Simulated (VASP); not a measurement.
HfO2, 3 atoms in the cell. It takes space group Fm-3m (No. 225, cubic). Conventional cell: a = 4.830 Å, b = 4.830 Å, c = 4.830 Å, α = 90.00°, β = 90.00°, γ = 90.00°. Within 2.8 Å of Hf (site symmetry m-3m) lie 8 O at 2.09 Å. O (site symmetry -43m) has 4 Hf at 2.09 Å and 6 O at 2.42 Å within 2.8 Å. 

* Program: VASP 6.6.1
* Task: single point
* Functional: PBE
* Potentials or basis: VASP PAW PBE potentials, release 64 (Hf_pv, O)
* Cutoff: 600 eV
* k mesh: 3 × 3 × 3
* Occupations: gaussian, width 0.01 eV
* Spin: no spin polarisation
* Dipole correction: no
* Further INCAR settings: ALGO = Normal; EDIFF = 1e-06; NBANDS = 18

Potentials or basis: VASP PAW PBE potentials, release 64 (Hf_pv, O).

Run with:

```console
$ cat potpaw_PBE.64/Hf_pv/POTCAR potpaw_PBE.64/O/POTCAR > POTCAR
$ mpirun -np 1 vasp_std > vasp.out
```

Hardware: 1 thread of AMD EPYC 9R14 (Zen 4), with other jobs on the host.

Problem. How long does it take, and how much memory?

Solution. Wall time 4.2 s on 1 thread of AMD EPYC 9R14 (Zen 4), on a shared host, peak memory 0.12 GiB. Counts: scf iterations 13, k points 4.
